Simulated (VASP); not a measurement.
Ti, 2 atoms in the cell. The structure is hexagonal, space group P6_3/mmc (No. 194). The conventional cell has a = 2.891 Å, b = 2.891 Å, c = 4.686 Å, α = 90.00°, β = 90.00°, γ = 120.00°. Within 3.8 Å of Ti (site symmetry -6m2) lie 12 Ti at 2.88 to 2.89 Å.  This cell differs from its parent crystal: equal xx and yy strain of -2 %.

| Item | Value |
| --- | --- |
| Program | VASP 6.6.1 |
| Task | single point |
| Functional | PBEsol |
| Potentials or basis | VASP PAW PBE potentials, release 64 (Ti_sv) |
| Cutoff | 520 eV |
| k mesh | 13 × 13 × 7 |
| Occupations | fermi-dirac, width 0.08 eV |
| Spin | no spin polarisation |
| Dipole correction | no |
| Further INCAR settings | ALGO = Normal; EDIFF = 1e-06; NBANDS = 19 |

Potentials or basis: VASP PAW PBE potentials, release 64 (Ti_sv).

Run with:

```sh
$ cat potpaw_PBE.64/Ti_sv/POTCAR > POTCAR
$ mpirun -np 1 vasp_std > vasp.out
```

Hardware: 1 thread of Intel(R) Xeon(R) 6975P-C (Granite Rapids) (shared host).

Task: How long does it take, and how much memory?

Result: It took 17 s on 1 thread of Intel(R) Xeon(R) 6975P-C (Granite Rapids), with other jobs on the host, peak memory 0.18 GiB. Counts: scf iterations 13, k points 84.
